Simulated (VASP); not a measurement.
# Y (P6_3/mmc) in VASP: notebook

Runs on Y. Level: LDA. Tasks: relaxation of cell and atoms.

All numbers are computed with VASP 6.6.1; they aren't measurements. Logs are shortened: lines on timing, memory, paths and dates and some standing lists are left out, and cuts for length are marked.

### Step 1. The cell of the first run

It takes space group P6_3/mmc (No. 194, hexagonal). The conventional cell has a = 3.541 Å, b = 3.541 Å, c = 5.512 Å, α = 90.00°, β = 90.00°, γ = 120.00°. Y (site symmetry -6m2) has 12 Y at 3.43 to 3.54 Å within 4.5 Å.

### Step 2. Relaxation of cell and atoms, LDA

INCAR

```
SYSTEM = Y
ALGO     = Normal         ! electronic algorithm
EDIFF    = 1E-7           ! SCF threshold, eV
EDIFFG   = -0.002         ! ionic threshold
ENCUT    = 500            ! plane-wave cutoff, eV
GGA_COMPAT= .False.      
IBRION   = 2              ! ionic algorithm
ISIF     = 3              ! what is computed and relaxed
ISMEAR   = 0              ! smearing method
LASPH    = .True.         ! aspherical terms in the spheres
LCHARG   = .False.        ! write CHGCAR
LREAL    = .False.        ! projectors in reciprocal space
LWAVE    = .False.        ! write WAVECAR
NELM     = 120            ! most SCF steps
NELMIN   = 4            
NSW      = 100            ! ionic steps
PREC     = Accurate       ! precision mode
SIGMA    = 0.1            ! smearing width, eV
```

KPOINTS

```
k-points
0
Gamma
  21 21 12
  0 0 0
```

POSCAR

```
Y
1.0
    3.5405773846      0.0000000028      0.0000000000
   -1.7702886947      3.0662299577      0.0000000000
    0.0000000000      0.0000000000      5.5124687916
Y
2
Direct
    0.3333333333      0.6666666667      0.2500000000
    0.6666666667      0.3333333333      0.7500000000
```

Potentials or basis: VASP PAW LDA potentials, release 64 (Y_sv).

The run is started by

```console
> cat potpaw_LDA.64/Y_sv/POTCAR > POTCAR
> mpirun -np 1 vasp_std > vasp.out
```

OUTCAR:

```text
SYSTEM = Y
   EDIFF = 1E-7
   EDIFFG = -0.002
   ENCUT = 500
   IBRION = 2
   ISIF = 3
   ISMEAR = 0
   LASPH = .True.
   LREAL = .False.
   NELM = 120
   NELMIN = 4
   NSW = 100
   PREC = Accurate

 ion  position               nearest neighbor table
   1  0.333  0.667  0.250-   2 3.43   2 3.43   2 3.43   2 3.43   2 3.43   2 3.43
   2  0.667  0.333  0.750-   1 3.43   1 3.43   1 3.43   1 3.43   1 3.43   1 3.43

  LATTYP: Found a hexagonal cell.
 ALAT       =     3.5405773846
 C/A-ratio  =     1.5569406322

  Lattice vectors:

 A1 = (   3.5405773846,   0.0000000028,   0.0000000000)
 A2 = (  -1.7702886947,   3.0662299577,   0.0000000000)
 A3 = (   0.0000000000,   0.0000000000,   5.5124687916)

Analysis of symmetry for initial positions (statically):
=====================================================================
 Subroutine PRICEL returns:
 Original cell was already a primitive cell.

 Routine SETGRP: Setting up the symmetry group for a
 hexagonal supercell.

 Subroutine GETGRP returns: Found 24 space group operations
 (whereof 12 operations were pure point group operations)
 out of a pool of 24 trial point group operations.

The static configuration has the point symmetry D_3d.
 The point group associated with its full space group is D_6h.

Analysis of symmetry for dynamics (positions and initial velocities):
=====================================================================
 Subroutine PRICEL returns:
 Original cell was already a primitive cell.

 Routine SETGRP: Setting up the symmetry group for a
 hexagonal supercell.

 Subroutine GETGRP returns: Found 24 space group operations
 (whereof 12 operations were pure point group operations)
 out of a pool of 24 trial point group operations.

The dynamic configuration has the point symmetry D_3d.
 The point group associated with its full space group is D_6h.

 Subroutine INISYM returns: Found 24 space group operations
 (whereof 12 operations are pure point group operations),
 and found     1 'primitive' translations

----------------------------------------------------------------------------------------

                                     Primitive cell

  volume of cell :      59.8446

  direct lattice vectors                    reciprocal lattice vectors
     3.540577385  0.000000003  0.000000000     0.282439809  0.163066700  0.000000000
    -1.770288695  3.066229958  0.000000000    -0.000000000  0.326133399  0.000000000
     0.000000000  0.000000000  5.512468792     0.000000000  0.000000000  0.181406923

  length of vectors
     3.540577385  3.540577385  5.512468792     0.326133399  0.326133399  0.181406923

  position of ions in fractional coordinates (direct lattice)
     0.333333333  0.666666667  0.250000000
     0.666666667  0.333333333  0.750000000

  ion indices of the primitive-cell ions
   primitive index   ion index
                 1           1
                 2           2

----------------------------------------------------------------------------------------

 KPOINTS: k-points

Automatic generation of k-mesh.
 Grid dimensions read from file:
 generate k-points for:   21   21   12

 Generating k-lattice:

  Cartesian coordinates                     Fractional coordinates (reciprocal lattice)
     0.013449515  0.007765081  0.000000000     0.047619048  0.000000000  0.000000000
    -0.000000000  0.015530162  0.000000000    -0.000000000  0.047619048  0.000000000
     0.000000000  0.000000000  0.015117244     0.000000000  0.000000000  0.083333333

  Length of vectors
     0.015530162  0.015530162  0.015117244

  Shift w.r.t. Gamma in fractional coordinates (k-lattice)
     0.000000000  0.000000000  0.000000000

 Subroutine IBZKPT returns following result:
 ===========================================

 Found    336 irreducible k-points:

 Following reciprocal coordinates:
            Coordinates               Weight
  0.000000  0.000000  0.000000      1.000000
  0.047619  0.000000  0.000000      6.000000
  0.095238  0.000000  0.000000      6.000000
  0.142857  0.000000  0.000000      6.000000
  0.190476  0.000000  0.000000      6.000000
  0.238095  0.000000  0.000000      6.000000
[... 16 lines left out ...]
  0.142857  0.095238  0.000000     12.000000
  0.190476  0.095238  0.000000     12.000000
 [... further k-points ...]
   k-points           NKPTS =    336   k-points in BZ     NKDIM =    336   number of bands    NBANDS=     15
   number of dos      NEDOS =    301   number of ions     NIONS =      2
   total plane-waves  NPLWV =  31360
   dimension x,y,z NGX =    28 NGY =   28 NGZ =   40
   dimension x,y,z NGXF=    56 NGYF=   56 NGZF=   80
   ions per type =               2
   NGX,Y,Z   is equivalent  to a cutoff of  13.15, 13.15, 12.06 a.u.
   NGXF,Y,Z  is equivalent  to a cutoff of  26.29, 26.29, 24.13 a.u.
 SYSTEM =  Y
   PREC   = accura    normal or accurate (medium, high low for compatibility)
   ISTART =      0    job   : 0-new  1-cont  2-samecut
   ICHARG =      2    charge: 1-file 2-atom 10-const
   ISPIN  =      1    spin polarized calculation?
   LNONCOLLINEAR =      F non collinear calculations
   LSORBIT =      F    spin-orbit coupling
   LASPH  =      T    aspherical Exc in radial PAW
   ENCUT  =  500.0 eV  36.75 Ry    6.06 a.u.   6.46  6.46 10.05*2*pi/ulx,y,z
   NELM   =    120;   NELMIN=  4; NELMDL= -5     # of ELM steps
   EDIFF  = 0.1E-06   stopping-criterion for ELM
   LREAL  =      F    real-space projection
   EDIFFG = -.2E-02   stopping-criterion for IOM
   NSW    =    100    number of steps for IOM
   IBRION =      2    ionic relax: 0-MD 1-quasi-New 2-CG
   NFREE  =      1    steps in history (QN), initial steepest desc. (CG)
   ISIF   =      3    stress and relaxation
   ISYM   =      2    0-nonsym 1-usesym 2-fastsym
   POTIM  = 0.5000    time-step for ionic-motion
   TEBEG  =    0.0;   TEEND  =   0.0 temperature during run
   PSTRESS=    0.0 pullay stress
   NELECT =      22.0000    total number of electrons
   NUPDOWN=      -1.0000    fix difference up-down
   EMIN   =  10.00;   EMAX   =-10.00  energy-range for DOS
   EFERMI =   0.00;   METHOD = LEGACY
   ISMEAR =     0;   SIGMA  =   0.10  broadening in eV -4-tet -1-fermi 0-gaus
   EFERMI_NEDOS =   21; number of points for ismear=-14 and -15
   IALGO  =     38    algorithm
   IMIX   =      4    mixing-type and parameters
     AMIX     =   0.40;   BMIX     =  1.00
     AMIX_MAG =   1.60;   BMIX_MAG =  1.00
  volume/ion in A,a.u.               =      29.92       201.93
  Fermi-wavevector in a.u.,A,eV,Ry     =   1.172755  2.216186 18.712841  1.375355
  Thomas-Fermi vector in A             =   2.309179
   LORBIT       =      0    0 simple, 1 ext, 2 COOP (PROOUT), +10 PAW based schemes
   GGA     = CA    functional components
   LHFCALC =     F    Hartree Fock is set to
   AEXX    =    0.0000 exact exchange contribution
   IVDW    =     0    specifies the selected vdW correction
   LEPSILON=     F    determine dielectric tensor
   LRPA    =     F    only Hartree local field effects (RPA)
 conjugate gradient relaxation of ions
 non-spin polarized calculation
 Gauss-broadening in eV      SIGMA  =   0.10
  energy-cutoff  :      500.00
  volume of cell :       59.84
 maximum number of plane-waves:      1546
 NGX is ok and might be reduce to    28
   NGX = 13   NGY = 13   NGZ = 21

--------------------------------------- Ionic step        1  -------------------------------------------

 number of electron      22.0000000 magnetization

 Free energy of the ion-electron system (eV)
  ---------------------------------------------------
  ext. energy  EPLUGINS =         0.00000000
  ---------------------------------------------------
  free energy    TOTEN  =       -13.90146871 eV

  energy without entropy =      -13.88265510  energy(sigma->0) =      -13.89206190

------------------------ aborting loop because EDIFF is reached ----------------------------------------

  FORCE on cell =-STRESS in cart. coord.  units (eV):
  Direction    XX          YY          ZZ          XY          YZ          ZX
  --------------------------------------------------------------------------------------
  -------------------------------------------------------------------------------------
  Total       -0.0569270     -0.0569270     -0.0497945     -0.0000000      0.0000000      0.0000000
  in kB       -1.5240661     -1.5240661     -1.3331130     -0.0000000      0.0000000      0.0000000
  external PRESSURE =      -1.4604151 kB  Pullay stress =       0.0000000 kB
[... 237 lines left out ...]
  energy  without entropy=      -13.8828241491  energy(sigma->0) =      -13.89219192

--------------------------------------- Ionic step        8  -------------------------------------------

 number of electron      22.0000000 magnetization

 Free energy of the ion-electron system (eV)
  ---------------------------------------------------
  ext. energy  EPLUGINS =         0.00000000
  ---------------------------------------------------
  free energy    TOTEN  =       -13.90155965 eV

  energy without entropy =      -13.88282656  energy(sigma->0) =      -13.89219311

 E-fermi :   3.3182     XC(G=0): -10.0238

 val. band max:        3.3168989726   @ k =   0.4286   0.0000   0.2500
 cond. band min:       3.3194816537   @ k =   0.2381   0.0000   0.0833
 fundamental gap:      0.0025826811
 Fermi energy:         3.3182216385

 k-point     1 :       0.0000    0.0000    0.0000
  band No.  band energies     occupation
      1     -38.9208      2.00000
      2     -38.8038      2.00000
      3     -19.4648      2.00000
      4     -18.7999      2.00000
      5     -18.7999      2.00000
      6     -18.6732      2.00000
      7     -18.6732      2.00000
      8     -18.6215      2.00000
      9      -1.5020      2.00000
     10       1.2917      2.00000
     11       4.6570      0.00000
     12       5.0735      0.00000
     13       5.0735      0.00000
     14       5.4790      0.00000
     15       5.7664      0.00000
[... 397 lines left out ...]
 k-point    24 :       0.1905    0.0952    0.0000
  band No.  band energies     occupation
      1     -38.8787      2.00000
      2     -38.7920      2.00000
      3     -19.3214      2.00000
      4     -19.0416      2.00000
      5     -18.9731      2.00000
      6     -18.8579      2.00000
      7     -18.7260      2.00000
      8     -18.6974      2.00000
      9      -0.1431      2.00000
     10       2.3520      2.00000
     11       3.3213      0.96537
     12       3.5410      0.00163
     13       4.8780      0.00000
     14       5.0261      0.00000
     15       5.5791      0.00000

 [... further k-points ...]
[... 5 lines left out ...]
  --------------------------------------------------------------------------------------
  -------------------------------------------------------------------------------------
  Total       -0.0011081     -0.0011081     -0.0013660     -0.0000000      0.0000000      0.0000000
  in kB       -0.0297640     -0.0297640     -0.0366905     -0.0000000      0.0000000      0.0000000
  external PRESSURE =      -0.0320728 kB  Pullay stress =       0.0000000 kB
[... 17 lines left out ...]
  FREE ENERGIE OF THE ION-ELECTRON SYSTEM (eV)
  ---------------------------------------------------
  free  energy   TOTEN  =       -13.9015596532 eV

  energy  without entropy=      -13.8828265649  energy(sigma->0) =      -13.89219311

 reached required accuracy - stopping structural energy minimisation
```

It took 13 min on 1 thread of Intel Xeon Platinum 8259CL at 2.50GHz (Skylake/Cascade Lake), shared host; peak memory 0.4 GiB.

Results:

* Free energy: -13.9016 eV
* Relaxed volume: 29.82 Å³/atom
* Relaxed cell: a = 3.536 Å, b = 3.536 Å, c = 5.509 Å, α = 90.00°, β = 90.00°, γ = 120.00°
* Space group after relaxing (to 0.1 Å): P6_3/mmc (No. 194)
* Energy gained by relaxing: 0.0 meV/atom
* Ionic steps: 8
* Pressure after relaxing: 0.0 GPa
* Band gap on the k mesh: zero (bands 11 and 12 overlap by 1.79 eV)

Final structure:
```
Y
1.0
     3.53603    0.00000    0.00000
    -1.76802    3.06229    0.00000
     0.00000    0.00000    5.50862
Y
2
Direct
  0.33333 0.66667 0.25000
  0.66667 0.33333 0.75000
```

Levels at points of the mesh, in eV from the Fermi level:
| k point | band 9 | band 10 | band 11 | band 12 | band 13 | band 14 |
| --- | --- | --- | --- | --- | --- | --- |
| (0.00, 0.00, 0.00) | -4.82 | -2.03 | 1.34 | 1.76 | 1.76 | 2.16 |
| (0.00, 0.00, 0.50) | -3.24 | -3.24 | 1.00 | 1.00 | 1.66 | 1.66 |

[end of part 1 of 2]
